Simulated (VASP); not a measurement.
# ZnO in VASP: single point with PBEsol

Aim: the single point of ZnO with PBEsol.

Everything below comes from runs of VASP 6.6.1. Logs are shortened: lines on timing, memory, paths and dates and some standing lists are left out, and cuts for length are marked.

### 1 The cell of the first run

The cell holds a slab with vacuum, 8 atoms: a = 3.230 Å, b = 3.230 Å, c = 25.453 Å, α = 90.00°, β = 90.00°, γ = 120.00°.

### 2 Single point, PBEsol

INCAR

```
SYSTEM = ZnO
PREC     = Accurate       ! precision mode
ENCUT    = 520            ! plane-wave cutoff, eV
EDIFF    = 1E-6           ! SCF threshold, eV
ISMEAR   = 0              ! smearing method
SIGMA    = 0.05           ! smearing width, eV
LREAL    = .False.        ! projectors in reciprocal space
LASPH    = .True.         ! aspherical terms in the spheres
NELM     = 60             ! most SCF steps
ALGO     = Normal         ! electronic algorithm
ISIF     = 2              ! what is computed and relaxed
LWAVE    = .False.        ! write WAVECAR
LCHARG   = .False.        ! write CHGCAR
LDIPOL   = .True.       
IDIPOL   = 3            
DIPOL    = 0.5 0.5 0.500
GGA      = PS             ! functional
NBANDS   = 46             ! bands
```

KPOINTS

```
regular mesh
0
Gamma
  9 9 1
  0 0 0
```

POSCAR

```
ZnO
1.0
    3.2300235058      0.0000000000      0.0000000000
   -1.6150117529      2.7972824109      0.0000000000
    0.0000000000      0.0000000000     25.4527337477
O Zn
4 4
Direct
    0.3333333333      0.6666666667      0.3339523402
    0.6666666667      0.3333333333      0.4363833275
    0.3333333333      0.6666666667      0.5426577482
    0.6666666667      0.3333333333      0.6456589920
    0.6666666667      0.3333333333      0.3587546980
    0.3333333333      0.6666666667      0.4611856852
    0.6666666667      0.3333333333      0.5611316756
    0.3333333333      0.6666666667      0.6587852764
```

Potentials or basis: VASP PAW PBE potentials, release 64 (O, Zn).

Run with:

```
> cat potpaw_PBE.64/O/POTCAR potpaw_PBE.64/Zn/POTCAR > POTCAR
> mpirun -np 1 vasp_std > vasp.out
```

OUTCAR:

```text
SYSTEM = ZnO
   PREC = Accurate
   ENCUT = 520
   EDIFF = 1E-6
   ISMEAR = 0
   LREAL = .False.
   LASPH = .True.
   NELM = 60
   ISIF = 2
   GGA = PS

 ion  position               nearest neighbor table
   1  0.333  0.667  0.334-   5 1.97   5 1.97   5 1.97
   2  0.667  0.333  0.436-   6 1.97   6 1.97   6 1.97   5 1.98
   3  0.333  0.667  0.543-   7 1.92   7 1.92   7 1.92   6 2.07
   4  0.667  0.333  0.646-   8 1.89   8 1.89   8 1.89   7 2.15
   5  0.667  0.333  0.359-   1 1.97   1 1.97   1 1.97   2 1.98
   6  0.333  0.667  0.461-   2 1.97   2 1.97   2 1.97   3 2.07
   7  0.667  0.333  0.561-   3 1.92   3 1.92   3 1.92   4 2.15
   8  0.333  0.667  0.659-   4 1.89   4 1.89   4 1.89

  LATTYP: Found a hexagonal cell.
 ALAT       =     3.2300235058
 C/A-ratio  =     7.8800459817

  Lattice vectors:

 A1 = (   3.2300235058,   0.0000000000,   0.0000000000)
 A2 = (  -1.6150117529,   2.7972824109,   0.0000000000)
 A3 = (   0.0000000000,   0.0000000000,  25.4527337477)

Analysis of symmetry for initial positions (statically):
=====================================================================
 Subroutine PRICEL returns:
 Original cell was already a primitive cell.

 Routine SETGRP: Setting up the symmetry group for a
 hexagonal supercell.

 Subroutine GETGRP returns: Found  6 space group operations
 (whereof  6 operations were pure point group operations)
 out of a pool of 24 trial point group operations.

The static configuration has the point symmetry C_3v.

Analysis of symmetry for dynamics (positions and initial velocities):
=====================================================================
 Subroutine PRICEL returns:
 Original cell was already a primitive cell.

 Routine SETGRP: Setting up the symmetry group for a
 hexagonal supercell.

 Subroutine GETGRP returns: Found  6 space group operations
 (whereof  6 operations were pure point group operations)
 out of a pool of 24 trial point group operations.

The dynamic configuration has the point symmetry C_3v.

 Subroutine INISYM returns: Found  6 space group operations
 (whereof  6 operations are pure point group operations),
 and found     1 'primitive' translations

----------------------------------------------------------------------------------------

                                     Primitive cell

  volume of cell :     229.9728

  direct lattice vectors                    reciprocal lattice vectors
     3.230023506  0.000000000  0.000000000     0.309595270  0.178744913  0.000000000
    -1.615011753  2.797282411  0.000000000     0.000000000  0.357489825  0.000000000
     0.000000000  0.000000000 25.452733748     0.000000000  0.000000000  0.039288511

  length of vectors
     3.230023506  3.230023506 25.452733748     0.357489825  0.357489825  0.039288511

  position of ions in fractional coordinates (direct lattice)
     0.333333333  0.666666667  0.333952340
     0.666666667  0.333333333  0.436383328
     0.333333333  0.666666667  0.542657748
     0.666666667  0.333333333  0.645658992
     0.666666667  0.333333333  0.358754698
     0.333333333  0.666666667  0.461185685
     0.666666667  0.333333333  0.561131676
     0.333333333  0.666666667  0.658785276

  ion indices of the primitive-cell ions
   primitive index   ion index
                 1           1
                 2           2
                 3           3
                 4           4
                 5           5
                 6           6
                 7           7
                 8           8

----------------------------------------------------------------------------------------

 KPOINTS: regular mesh

Automatic generation of k-mesh.
 Grid dimensions read from file:
 generate k-points for:    9    9    1

 Generating k-lattice:

  Cartesian coordinates                     Fractional coordinates (reciprocal lattice)
     0.034399474  0.019860546  0.000000000     0.111111111  0.000000000  0.000000000
     0.000000000  0.039721092  0.000000000     0.000000000  0.111111111  0.000000000
     0.000000000  0.000000000  0.039288511     0.000000000  0.000000000  1.000000000

  Length of vectors
     0.039721092  0.039721092  0.039288511

  Shift w.r.t. Gamma in fractional coordinates (k-lattice)
     0.000000000  0.000000000  0.000000000

 Subroutine IBZKPT returns following result:
 ===========================================

 Found     12 irreducible k-points:

 Following reciprocal coordinates:
            Coordinates               Weight
  0.000000  0.000000  0.000000      1.000000
  0.111111  0.000000  0.000000      6.000000
  0.222222  0.000000  0.000000      6.000000
  0.333333  0.000000  0.000000      6.000000
  0.444444  0.000000  0.000000      6.000000
  0.111111  0.111111  0.000000      6.000000
  0.222222  0.111111  0.000000     12.000000
  0.333333  0.111111  0.000000     12.000000
  0.444444  0.111111  0.000000      6.000000
  0.222222  0.222222  0.000000      6.000000
  0.333333  0.222222  0.000000     12.000000
  0.333333  0.333333  0.000000      2.000000
   k-points           NKPTS =     12   k-points in BZ     NKDIM =     12   number of bands    NBANDS=     46
   number of dos      NEDOS =    301   number of ions     NIONS =      8
   total plane-waves  NPLWV = 110592
   dimension x,y,z NGX =    24 NGY =   24 NGZ =  192
   dimension x,y,z NGXF=    48 NGYF=   48 NGZF=  384
   ions per type =               4   4
   NGX,Y,Z   is equivalent  to a cutoff of  12.35, 12.35, 12.54 a.u.
   NGXF,Y,Z  is equivalent  to a cutoff of  24.71, 24.71, 25.08 a.u.
 SYSTEM =  ZnO
   PREC   = accura    normal or accurate (medium, high low for compatibility)
   ISTART =      0    job   : 0-new  1-cont  2-samecut
   ICHARG =      2    charge: 1-file 2-atom 10-const
   ISPIN  =      1    spin polarized calculation?
   LNONCOLLINEAR =      F non collinear calculations
   LSORBIT =      F    spin-orbit coupling
   LASPH  =      T    aspherical Exc in radial PAW
   ENCUT  =  520.0 eV  38.22 Ry    6.18 a.u.   6.01  6.01 47.33*2*pi/ulx,y,z
   NELM   =     60;   NELMIN=  2; NELMDL= -5     # of ELM steps
   EDIFF  = 0.1E-05   stopping-criterion for ELM
   LREAL  =      F    real-space projection
   EDIFFG = 0.1E-04   stopping-criterion for IOM
   NSW    =      0    number of steps for IOM
   IBRION =     -1    ionic relax: 0-MD 1-quasi-New 2-CG
   NFREE  =      0    steps in history (QN), initial steepest desc. (CG)
   ISIF   =      2    stress and relaxation
   ISYM   =      2    0-nonsym 1-usesym 2-fastsym
   POTIM  = 0.5000    time-step for ionic-motion
   TEBEG  =    0.0;   TEEND  =   0.0 temperature during run
   PSTRESS=    0.0 pullay stress
   NELECT =      72.0000    total number of electrons
   NUPDOWN=      -1.0000    fix difference up-down
   EMIN   =  10.00;   EMAX   =-10.00  energy-range for DOS
   EFERMI =   0.00;   METHOD = LEGACY
   ISMEAR =     0;   SIGMA  =   0.05  broadening in eV -4-tet -1-fermi 0-gaus
   EFERMI_NEDOS =   21; number of points for ismear=-14 and -15
   IALGO  =     38    algorithm
   IMIX   =      4    mixing-type and parameters
     AMIX     =   0.40;   BMIX     =  1.00
     AMIX_MAG =   1.60;   BMIX_MAG =  1.00
  volume/ion in A,a.u.               =      28.75       193.99
  Fermi-wavevector in a.u.,A,eV,Ry     =   1.111630  2.100676 16.813003  1.235721
  Thomas-Fermi vector in A             =   2.248195
   LORBIT       =      0    0 simple, 1 ext, 2 COOP (PROOUT), +10 PAW based schemes
   GGA     = PS    functional components
   LHFCALC =     F    Hartree Fock is set to
   AEXX    =    0.0000 exact exchange contribution
   IVDW    =     0    specifies the selected vdW correction
   LEPSILON=     F    determine dielectric tensor
   LRPA    =     F    only Hartree local field effects (RPA)
 non-spin polarized calculation
 Gauss-broadening in eV      SIGMA  =   0.05
  energy-cutoff  :      520.00
  volume of cell :      229.97
 maximum number of plane-waves:      6270
   NGX = 13   NGY = 13   NGZ = 95

 dipolmoment           0.000000      0.000000      0.051199 electrons x Angstroem

 number of electron      72.0000074 magnetization

 dipolmoment           0.000000      0.000000     -0.258617 electrons x Angstroem

 Free energy of the ion-electron system (eV)
  ---------------------------------------------------
  ext. energy  EPLUGINS =         0.00000000
  ---------------------------------------------------
  free energy    TOTEN  =       -36.70398924 eV

  energy without entropy =      -36.70073468  energy(sigma->0) =      -36.70236196

 E-fermi :  -2.3157     XC(G=0):  -5.1945

 val. band max:       -2.3658545004   @ k =   0.2222   0.0000   0.0000
 cond. band min:      -2.2972427501   @ k =   0.1111   0.1111   0.0000
 fundamental gap:      0.0686117503
 Fermi energy:        -2.3157494347

 k-point     1 :       0.0000    0.0000    0.0000
  band No.  band energies     occupation
      1     -22.9848      2.00000
      2     -22.1830      2.00000
      3     -20.8463      2.00000
      4     -18.7689      2.00000
      5     -11.2046      2.00000
      6     -11.2046      2.00000
[... 38 lines left out ...]
     45       5.1531      0.00000
     46       5.8231      0.00000

 k-point     2 :       0.1111    0.0000    0.0000
  band No.  band energies     occupation
      1     -22.9237      2.00000
      2     -22.1298      2.00000
      3     -20.7938      2.00000
      4     -18.7184      2.00000
      5     -11.2493      2.00000
      6     -11.1314      2.00000
[... 38 lines left out ...]
     45       5.2955      0.00000
     46       6.0088      0.00000

 k-point     3 :       0.2222    0.0000    0.0000
  band No.  band energies     occupation
      1     -22.7654      2.00000
      2     -21.9927      2.00000
      3     -20.6582      2.00000
      4     -18.5881      2.00000
      5     -11.3283      2.00000
      6     -10.9322      2.00000
[... 430 lines left out ...]
     45       5.1964      0.00000
     46       5.3548      0.00000

 k-point    12 :       0.3333    0.3333    0.0000
  band No.  band energies     occupation
      1     -22.3701      2.00000
      2     -21.6532      2.00000
      3     -20.3203      2.00000
      4     -18.2661      2.00000
      5     -10.6772      2.00000
      6     -10.5426      2.00000
[... 38 lines left out ...]
     45       5.1854      0.00000
     46       5.7316      0.00000

------------------------ aborting loop because EDIFF is reached ----------------------------------------

 vacuum level on the upper side and lower side of the slab       (xc-potential included)        -2.767         2.302

  FORCE on cell =-STRESS in cart. coord.  units (eV):
  Direction    XX          YY          ZZ          XY          YZ          ZX
  --------------------------------------------------------------------------------------
  -------------------------------------------------------------------------------------
  Total        1.1525977      1.1525977     -0.0116293      0.0000000     -0.0000000      0.0000000
  in kB        8.0299326      8.0299326     -0.0810191      0.0000000     -0.0000000      0.0000000
  external PRESSURE =       5.3262820 kB  Pullay stress =       0.0000000 kB

 VOLUME and BASIS-vectors are now :
 -----------------------------------------------------------------------------
  energy-cutoff  :      520.00
  volume of cell :      229.97
      direct lattice vectors                 reciprocal lattice vectors
     3.230023506  0.000000000  0.000000000     0.309595270  0.178744913  0.000000000
    -1.615011753  2.797282411  0.000000000     0.000000000  0.357489825  0.000000000
     0.000000000  0.000000000 25.452733748     0.000000000  0.000000000  0.039288511

 POSITION                                       TOTAL-FORCE (eV/Angst)
 -----------------------------------------------------------------------------------
     -0.00000      1.86485      8.50000         0.000000      0.000000      1.407530
      1.61501      0.93243     11.10715        -0.000000      0.000000      1.386400
     -0.00000      1.86485     13.81212        -0.000000      0.000000     -0.010983
      1.61501      0.93243     16.43379         0.000000      0.000000     -0.018089
      1.61501      0.93243      9.13129         0.000000     -0.000000     -2.031656
     -0.00000      1.86485     11.73844        -0.000000      0.000000     -0.807078
      1.61501      0.93243     14.28234         0.000000      0.000000      0.029668
     -0.00000      1.86485     16.76789         0.000000     -0.000000      0.044208
 -----------------------------------------------------------------------------------
    total drift:                                0.000001     -0.000002      0.000541

  FREE ENERGIE OF THE ION-ELECTRON SYSTEM (eV)
  ---------------------------------------------------
  free  energy   TOTEN  =       -36.7039892412 eV

  energy  without entropy=      -36.7007346779  energy(sigma->0) =      -36.70236196

 vacuum level on the upper side and lower side of the slab         0.477         5.650
```

It took 4.3 min on 1 thread of Intel Xeon Platinum 8259CL at 2.50GHz (Skylake/Cascade Lake), shared host; peak memory 0.37 GiB.

Results:

```yaml
Free_energy: -36.7040 eV
Largest_force: 2.032 eV/Å
Band_gap_on_the_k_mesh: zero (band 36 reaches -1.91 eV, above the bottom of band 37 at -2.30 eV)
```

Forces on the atoms (eV/Å):
```
O    0.000  0.000  1.408
O    0.000  0.000  1.386
O    0.000  0.000 -0.011
O    0.000  0.000 -0.018
Zn   0.000  0.000 -2.032
Zn   0.000  0.000 -0.807
Zn   0.000  0.000  0.030
Zn   0.000  0.000  0.044
```

Caveat: the PAW data sets were made with another functional, which shifts forces and pressure a little.
